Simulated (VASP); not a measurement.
Set up this calculation in VASP 6.6.1, as the native input.

```yaml
Task: single point
Functional: PBE
Potentials_or_basis: VASP PAW PBE potentials, release 64 (Sr_sv)
Cutoff: 520 eV
k_mesh: 14 × 14 × 14
Occupations: gaussian, width 0.15 eV
Spin: no spin polarisation
Dipole_correction: no
Further_INCAR_settings: ALGO = Fast; EDIFF = 1e-06; NBANDS = 11
```

The structure of Sr lies in POSCAR:

```
Sr
1.0
    0.0266205625      3.0423500000      3.0423500000
    3.0423500000      0.0266205625      3.0423500000
    3.0689705625      3.0689705625      0.0000000000
Sr
1
Direct
    0.0000000000      0.0000000000      0.0000000000
```

This cell differs from its parent crystal: strain +0.0175 x Voigt [0, 0, 0, 0, 0, 1].

These files were run (other wordings do the same):

INCAR

```
PREC     = Accurate       # precision mode
ENCUT    = 520            # plane-wave cutoff, eV
EDIFF    = 1E-6           # SCF threshold, eV
ISMEAR   = 0              # smearing method
SIGMA    = 0.15           # smearing width, eV
LREAL    = False          # projectors in reciprocal space
LASPH    = True           # aspherical terms in the spheres
NELM     = 60             # most SCF steps
ALGO     = Fast           # electronic algorithm
ISIF     = 2              # what is computed and relaxed
LWAVE    = False          # write WAVECAR
LCHARG   = False          # write CHGCAR
GGA      = PE             # functional
NBANDS   = 11             # bands
```

KPOINTS

```
regular mesh
0
Gamma
  14 14 14
```

Potentials or basis: VASP PAW PBE potentials, release 64 (Sr_sv).

Run with:

```bash
$ cat potpaw_PBE.64/Sr_sv/POTCAR > POTCAR
$ mpirun -np 1 vasp_std > vasp.out
```

It gave:

The pressure is -0.3 GPa and the band gap on the k mesh is zero (band 5 reaches 1.57 eV, above the bottom of band 6 at 1.48 eV).

Caveat: the cell differs from its parent crystal (strain +0.0175 x Voigt [0, 0, 0, 0, 0, 1]).

It took 3.9 min on 1 thread of Oxide Virtual Turin-like Processor (shared host), peak memory 0.35 GiB.
